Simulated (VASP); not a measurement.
# NaH (Fm-3m) in VASP: a series of runs

Aim: see how the results for NaH move with the level of theory and the settings. Levels: PBE, r2SCAN. Tasks: single point.

Everything below comes from runs of VASP 6.6.1. Logs are shortened: lines on timing, memory, paths and dates and some standing lists are left out, and cuts for length are marked.

## Step 1: The cell of the first run

It takes space group Fm-3m (No. 225, cubic). Conventional cell: a = 4.795 Å, b = 4.795 Å, c = 4.795 Å, α = 90.00°, β = 90.00°, γ = 90.00°. Na (site symmetry m-3m) has 6 H at 2.40 Å within 3.2 Å. H (site symmetry m-3m) has 6 Na at 2.40 Å within 3.2 Å.

## Step 2: Single point, PBE

Contents of INCAR:

```
PREC = Accurate
ENCUT = 500
EDIFF = 1E-6
ISMEAR = 0
SIGMA = 0.01
LREAL = F
LASPH = T
NELM = 120
ALGO = Normal
ISIF = 2
LWAVE = F
LCHARG = T
GGA = PE
LELF = T
LVHAR = T
NBANDS = 11
GGA_COMPAT = F
```

Contents of KPOINTS:

```
Automatic mesh
0
Gamma
  4 4 4
```

Contents of POSCAR:

```
NaH
1.0
    0.0000000000      2.3975122873      2.3975122873
    2.3975122873      0.0000000000      2.3975122873
    2.3975122873      2.3975122873      0.0000000000
Na H
1 1
Direct
    0.0000000000      0.0000000000      0.0000000000
    0.5000000000      0.5000000000      0.5000000000
```

Potentials or basis: VASP PAW PBE potentials, release 64 (Na_pv, H).

On the command line:

```
$ cat potpaw_PBE.64/Na_pv/POTCAR potpaw_PBE.64/H/POTCAR > POTCAR
$ mpirun -np 1 vasp_std > vasp.out
```

OUTCAR:

```text
PREC = Accurate
   ENCUT = 500
   EDIFF = 1E-6
   ISMEAR = 0
   LREAL = F
   LASPH = T
   NELM = 120
   ISIF = 2
   GGA = PE

 ion  position               nearest neighbor table
   1  0.000  0.000  0.000-
   2  0.500  0.500  0.500-

  LATTYP: Found a face centered cubic cell.
 ALAT       =     4.7950245746

  Lattice vectors:

 A1 = (   0.0000000000,   2.3975122873,   2.3975122873)
 A2 = (   2.3975122873,   0.0000000000,   2.3975122873)
 A3 = (   2.3975122873,   2.3975122873,   0.0000000000)

Analysis of symmetry for initial positions (statically):
=====================================================================
 Subroutine PRICEL returns:
 Original cell was already a primitive cell.

 Routine SETGRP: Setting up the symmetry group for a
 face centered cubic supercell.

 Subroutine GETGRP returns: Found 48 space group operations
 (whereof 48 operations were pure point group operations)
 out of a pool of 48 trial point group operations.

The static configuration has the point symmetry O_h .

Analysis of symmetry for dynamics (positions and initial velocities):
=====================================================================
 Subroutine PRICEL returns:
 Original cell was already a primitive cell.

 Routine SETGRP: Setting up the symmetry group for a
 face centered cubic supercell.

 Subroutine GETGRP returns: Found 48 space group operations
 (whereof 48 operations were pure point group operations)
 out of a pool of 48 trial point group operations.

The dynamic configuration has the point symmetry O_h .

 Subroutine INISYM returns: Found 48 space group operations
 (whereof 48 operations are pure point group operations),
 and found     1 'primitive' translations

----------------------------------------------------------------------------------------

                                     Primitive cell

  volume of cell :      27.5621

  direct lattice vectors                    reciprocal lattice vectors
     0.000000000  2.397512287  2.397512287    -0.208549505  0.208549505  0.208549505
     2.397512287  0.000000000  2.397512287     0.208549505 -0.208549505  0.208549505
     2.397512287  2.397512287  0.000000000     0.208549505  0.208549505 -0.208549505

  length of vectors
     3.390594393  3.390594393  3.390594393     0.361218338  0.361218338  0.361218338

  position of ions in fractional coordinates (direct lattice)
     0.000000000  0.000000000  0.000000000
     0.500000000  0.500000000  0.500000000

  ion indices of the primitive-cell ions
   primitive index   ion index
                 1           1
                 2           2

----------------------------------------------------------------------------------------

 KPOINTS: Automatic mesh

Automatic generation of k-mesh.
 Grid dimensions read from file:
 generate k-points for:    4    4    4

 Generating k-lattice:

  Cartesian coordinates                     Fractional coordinates (reciprocal lattice)
    -0.052137376  0.052137376  0.052137376     0.250000000  0.000000000  0.000000000
     0.052137376 -0.052137376  0.052137376     0.000000000  0.250000000  0.000000000
     0.052137376  0.052137376 -0.052137376     0.000000000  0.000000000  0.250000000

  Length of vectors
     0.090304585  0.090304585  0.090304585

  Shift w.r.t. Gamma in fractional coordinates (k-lattice)
     0.000000000  0.000000000  0.000000000

 Subroutine IBZKPT returns following result:
 ===========================================

 Found      8 irreducible k-points:

 Following reciprocal coordinates:
            Coordinates               Weight
  0.000000  0.000000  0.000000      1.000000
  0.250000  0.000000  0.000000      8.000000
  0.500000  0.000000  0.000000      4.000000
  0.250000  0.250000  0.000000      6.000000
  0.500000  0.250000  0.000000     24.000000
 -0.250000  0.250000  0.000000     12.000000
  0.500000  0.500000  0.000000      3.000000
 -0.250000  0.500000  0.250000      6.000000
   k-points           NKPTS =      8   k-points in BZ     NKDIM =      8   number of bands    NBANDS=     11
   number of dos      NEDOS =    301   number of ions     NIONS =      2
   total plane-waves  NPLWV =  21952
   dimension x,y,z NGX =    28 NGY =   28 NGZ =   28
   dimension x,y,z NGXF=    56 NGYF=   56 NGZF=   56
   ions per type =               1   1
   NGX,Y,Z   is equivalent  to a cutoff of  13.73, 13.73, 13.73 a.u.
   NGXF,Y,Z  is equivalent  to a cutoff of  27.46, 27.46, 27.46 a.u.
 SYSTEM =  unknown system
   PREC   = accura    normal or accurate (medium, high low for compatibility)
   ISTART =      0    job   : 0-new  1-cont  2-samecut
   ICHARG =      2    charge: 1-file 2-atom 10-const
   ISPIN  =      1    spin polarized calculation?
   LNONCOLLINEAR =      F non collinear calculations
   LSORBIT =      F    spin-orbit coupling
   LASPH  =      T    aspherical Exc in radial PAW
   ENCUT  =  500.0 eV  36.75 Ry    6.06 a.u.   6.18  6.18  6.18*2*pi/ulx,y,z
   NELM   =    120;   NELMIN=  2; NELMDL= -5     # of ELM steps
   EDIFF  = 0.1E-05   stopping-criterion for ELM
   LREAL  =      F    real-space projection
   EDIFFG = 0.1E-04   stopping-criterion for IOM
   NSW    =      0    number of steps for IOM
   IBRION =     -1    ionic relax: 0-MD 1-quasi-New 2-CG
   NFREE  =      0    steps in history (QN), initial steepest desc. (CG)
   ISIF   =      2    stress and relaxation
   ISYM   =      2    0-nonsym 1-usesym 2-fastsym
   POTIM  = 0.5000    time-step for ionic-motion
   TEBEG  =    0.0;   TEEND  =   0.0 temperature during run
   PSTRESS=    0.0 pullay stress
   NELECT =       8.0000    total number of electrons
   NUPDOWN=      -1.0000    fix difference up-down
   EMIN   =  10.00;   EMAX   =-10.00  energy-range for DOS
   EFERMI =   0.00;   METHOD = LEGACY
   ISMEAR =     0;   SIGMA  =   0.01  broadening in eV -4-tet -1-fermi 0-gaus
   EFERMI_NEDOS =   21; number of points for ismear=-14 and -15
   IALGO  =     38    algorithm
   IMIX   =      4    mixing-type and parameters
     AMIX     =   0.40;   BMIX     =  1.00
     AMIX_MAG =   1.60;   BMIX_MAG =  1.00
  volume/ion in A,a.u.               =      13.78        93.00
  Fermi-wavevector in a.u.,A,eV,Ry     =   1.083929  2.048328 15.985500  1.174901
  Thomas-Fermi vector in A             =   2.220006
   LORBIT       =      0    0 simple, 1 ext, 2 COOP (PROOUT), +10 PAW based schemes
   GGA     = PE    functional components
   LHFCALC =     F    Hartree Fock is set to
   AEXX    =    0.0000 exact exchange contribution
   IVDW    =     0    specifies the selected vdW correction
   LEPSILON=     F    determine dielectric tensor
   LRPA    =     F    only Hartree local field effects (RPA)
 non-spin polarized calculation
 Gauss-broadening in eV      SIGMA  =   0.01
  energy-cutoff  :      500.00
  volume of cell :       27.56
 maximum number of plane-waves:       725
 NGX is ok and might be reduce to    28
   NGX = 13   NGY = 13   NGZ = 13

 number of electron       7.9999992 magnetization

 Free energy of the ion-electron system (eV)
  ---------------------------------------------------
  ext. energy  EPLUGINS =         0.00000000
  ---------------------------------------------------
  free energy    TOTEN  =        -5.08617324 eV

  energy without entropy =       -5.08617324  energy(sigma->0) =       -5.08617324

 E-fermi :  -0.8891     XC(G=0):  -7.8490

 val. band max:       -1.0395102697   @ k =  -0.2500   0.5000   0.2500
 cond. band min:       2.7604866490   @ k =   0.5000   0.0000   0.0000
 fundamental gap:      3.7999969187
 Fermi energy:        -0.8891208316

 k-point     1 :       0.0000    0.0000    0.0000
  band No.  band energies     occupation
      1     -23.0997      2.00000
      2     -23.0997      2.00000
      3     -23.0997      2.00000
      4      -4.7231      2.00000
      5       9.5855      0.00000
      6      14.7378      0.00000
      7      14.7378      0.00000
      8      14.7378      0.00000
      9      15.6538      0.00000
     10      15.6538      0.00000
     11      15.6538      0.00000

 k-point     2 :       0.2500    0.0000    0.0000
  band No.  band energies     occupation
      1     -23.1508      2.00000
      2     -23.1057      2.00000
      3     -23.1057      2.00000
      4      -3.6724      2.00000
      5       6.2950      0.00000
      6      10.6474      0.00000
      7      13.1300      0.00000
      8      13.1300      0.00000
      9      16.6238      0.00000
     10      16.6238      0.00000
     11      18.0309      0.00000

 k-point     3 :       0.5000    0.0000    0.0000
  band No.  band energies     occupation
      1     -23.2010      2.00000
      2     -23.1118      2.00000
      3     -23.1118      2.00000
      4      -1.9069      2.00000
      5       2.7605      0.00000
      6       9.9041      0.00000
      7      12.4903      0.00000
      8      12.4903      0.00000
      9      15.5862      0.00000
     10      15.5862      0.00000
     11      18.1630      0.00000

 k-point     4 :       0.2500    0.2500    0.0000
  band No.  band energies     occupation
      1     -23.1477      2.00000
      2     -23.1168      2.00000
      3     -23.1168      2.00000
      4      -3.3558      2.00000
      5       6.5592      0.00000
      6      10.6920      0.00000
      7      11.0765      0.00000
      8      11.0765      0.00000
      9      13.9390      0.00000
     10      18.9350      0.00000
     11      21.5424      0.00000

 k-point     5 :       0.5000    0.2500    0.0000
  band No.  band energies     occupation
      1     -23.1813      2.00000
      2     -23.1372      2.00000
      3     -23.1229      2.00000
      4      -1.6762      2.00000
      5       4.0671      0.00000
      6       6.8259      0.00000
      7      10.6802      0.00000
      8      11.6351      0.00000
      9      16.0948      0.00000
     10      19.1714      0.00000
     11      19.5803      0.00000

 k-point     6 :      -0.2500    0.2500    0.0000
  band No.  band energies     occupation
      1     -23.1716      2.00000
      2     -23.1392      2.00000
      3     -23.1119      2.00000
      4      -2.2480      2.00000
      5       4.9053      0.00000
      6       6.4823      0.00000
      7      12.1518      0.00000
      8      12.6974      0.00000
      9      17.5854      0.00000
     10      17.9631      0.00000
     11      18.9917      0.00000

 k-point     7 :       0.5000    0.5000    0.0000
  band No.  band energies     occupation
      1     -23.1899      2.00000
      2     -23.1339      2.00000
      3     -23.1339      2.00000
      4      -1.2214      2.00000
      5       3.6449      0.00000
      6       9.0812      0.00000
      7       9.7795      0.00000
      8       9.7795      0.00000
      9      10.9709      0.00000
     10      23.0718      0.00000
     11      24.8590      0.00000

 k-point     8 :      -0.2500    0.5000    0.2500
  band No.  band energies     occupation
      1     -23.1619      2.00000
      2     -23.1619      2.00000
      3     -23.1362      2.00000
      4      -1.0395      2.00000
      5       5.0525      0.00000
      6       5.0525      0.00000
      7       7.4705      0.00000
      8      15.6133      0.00000
      9      16.9724      0.00000
     10      16.9724      0.00000
     11      18.5624      0.00000

------------------------ aborting loop because EDIFF is reached ----------------------------------------

  FORCE on cell =-STRESS in cart. coord.  units (eV):
  Direction    XX          YY          ZZ          XY          YZ          ZX
  --------------------------------------------------------------------------------------
  -------------------------------------------------------------------------------------
  Total        0.0834236      0.0834236      0.0834236     -0.0000000      0.0000000      0.0000000
  in kB        4.8493867      4.8493867      4.8493867     -0.0000000      0.0000000      0.0000000
  external PRESSURE =       4.8493867 kB  Pullay stress =       0.0000000 kB

 VOLUME and BASIS-vectors are now :
 -----------------------------------------------------------------------------
  energy-cutoff  :      500.00
  volume of cell :       27.56
      direct lattice vectors                 reciprocal lattice vectors
     0.000000000  2.397512287  2.397512287    -0.208549505  0.208549505  0.208549505
     2.397512287  0.000000000  2.397512287     0.208549505 -0.208549505  0.208549505
     2.397512287  2.397512287  0.000000000     0.208549505  0.208549505 -0.208549505

 POSITION                                       TOTAL-FORCE (eV/Angst)
 -----------------------------------------------------------------------------------
      0.00000      0.00000      0.00000        -0.000000      0.000000      0.000000
      2.39751      2.39751      2.39751         0.000000     -0.000000     -0.000000
 -----------------------------------------------------------------------------------
    total drift:                               -0.000000     -0.000000     -0.000000

  FREE ENERGIE OF THE ION-ELECTRON SYSTEM (eV)
  ---------------------------------------------------
  free  energy   TOTEN  =        -5.0861732434 eV

  energy  without entropy=       -5.0861732434  energy(sigma->0) =       -5.08617324
```

Wall time 4.8 s (1 thread of Intel Xeon Platinum 8488C (Sapphire Rapids), shared host); peak memory 0.15 GiB.

Results:

```yaml
Free_energy: -5.0862 eV
Pressure: 0.5 GPa
Band_gap_on_the_k_mesh: 3.80 eV, indirect (least direct gap 4.67 eV)
```

Levels at points of the mesh, in eV from the valence-band top:
| k point | band 2 | band 3 | band 4 | band 5 | band 6 | band 7 |
| --- | --- | --- | --- | --- | --- | --- |
| (0.00, 0.00, 0.00) | -22.06 | -22.06 | -3.68 | 10.62 | 15.78 | 15.78 |
| (0.50, 0.00, 0.00) | -22.07 | -22.07 | -0.87 | 3.80 | 10.94 | 13.53 |
| (0.50, 0.50, 0.00) | -22.09 | -22.09 | -0.18 | 4.68 | 10.12 | 10.82 |

Caveat: the k points lie up to 0.57 Å⁻¹ apart.

## Step 3: Single point, r2SCAN

POSCAR is that of step 2.

Contents of INCAR.step1:

```
PREC = Accurate ; ENCUT = 550
ISMEAR = 0 ; SIGMA = 0.01
LREAL = F ; LASPH = T
NELM = 120 ; NBANDS = 11
GGA = PE ; ALGO = Normal
EDIFF = 1E-5 ; LWAVE = T
LCHARG = F ; GGA_COMPAT = F
```

Contents of INCAR.step2:

```
PREC = Accurate ; ENCUT = 550
EDIFF = 1E-6 ; ISMEAR = 0
SIGMA = 0.01 ; LREAL = F
LASPH = T ; NELM = 120
ALGO = Normal ; ISIF = 2
LWAVE = F ; LCHARG = F
METAGGA = R2SCAN ; LMIXTAU = T
NBANDS = 11 ; ISTART = 1
GGA_COMPAT = F
```

Contents of KPOINTS:

```
regular mesh
0
Gamma
  4 4 4
```

Potentials or basis: VASP PAW PBE potentials, release 64 (Na_pv, H).

On the command line:

```
$ cat potpaw_PBE.64/Na_pv/POTCAR potpaw_PBE.64/H/POTCAR > POTCAR
$ cp INCAR.step1 INCAR
$ mpirun -np 1 vasp_std > vasp.out
$ cp INCAR.step2 INCAR
$ mpirun -np 1 vasp_std > vasp.out
```

It took 15 s on 1 thread of Intel Xeon Platinum 8488C (Sapphire Rapids), shared host; peak memory 0.15 GiB.

The run converged. Its results:

- Free energy: -7.6030 eV
- Pressure: -0.3 GPa
- Band gap on the k mesh: 4.41 eV, indirect (least direct gap 5.26 eV)

Levels at points of the mesh, in eV from the valence-band top:
```csv
k point,band 1,band 2,band 3,band 4,band 5,band 6,band 7,band 8,band 9
"(0.00, 0.00, 0.00)",-22.86,-22.86,-22.86,-3.62,11.66,16.53,16.53,16.53,17.51
"(0.50, 0.00, 0.00)",-22.95,-22.87,-22.87,-0.84,4.41,11.86,14.06,14.06,17.85
"(0.50, 0.50, 0.00)",-22.94,-22.89,-22.89,-0.17,5.24,10.80,11.54,11.54,13.30
```

Caveat: the k points lie up to 0.57 Å⁻¹ apart; the PAW data sets were made with another functional, which shifts forces and pressure a little. A k mesh can miss the band edges.
